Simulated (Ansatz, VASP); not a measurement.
BeTe in VASP and in Ansatz

```
Be Te
1.0
     0.00000    2.80862    2.80862
     2.80862    0.00000    2.80862
     2.80862    2.80862    0.00000
Be Te
1 1
Direct
  0.00000 0.00000 0.00000
  0.75000 0.75000 0.75000
```

Alike in both runs: task single point; functional BLYP; k mesh 2 × 2 × 2; occupations gaussian, width 0.1 eV; no spin polarisation.

```csv
,VASP,Ansatz
version,VASP 6.6.1,Ansatz 0.2.0
potentials or method,"VASP PAW PBE potentials, release 64 (Be, Te), cutoff 600 eV","scalar-relativistic, plane waves, PAW"
valence electrons in the cell,8,18
```

|  | VASP | Ansatz | Ansatz less VASP |
| --- | --- | --- | --- |
| gap on the k mesh at the Fermi level (eV) | 2.07 | 2.08 | +0.014 |
| least direct gap on the mesh (eV) | 3.60 | 3.62 | +0.021 |

VASP's potentials were made for PBE, not for BLYP. With one functional, cell and mesh, what is left measures potentials, basis and numerics. VASP's potentials hold 8 valence electrons a cell and Ansatz's 18, so a difference there can come from the potentials and not from the codes.

The k mesh is coarse, so the values compare programs but aren't converged. Neither program's run includes spin-orbit coupling.
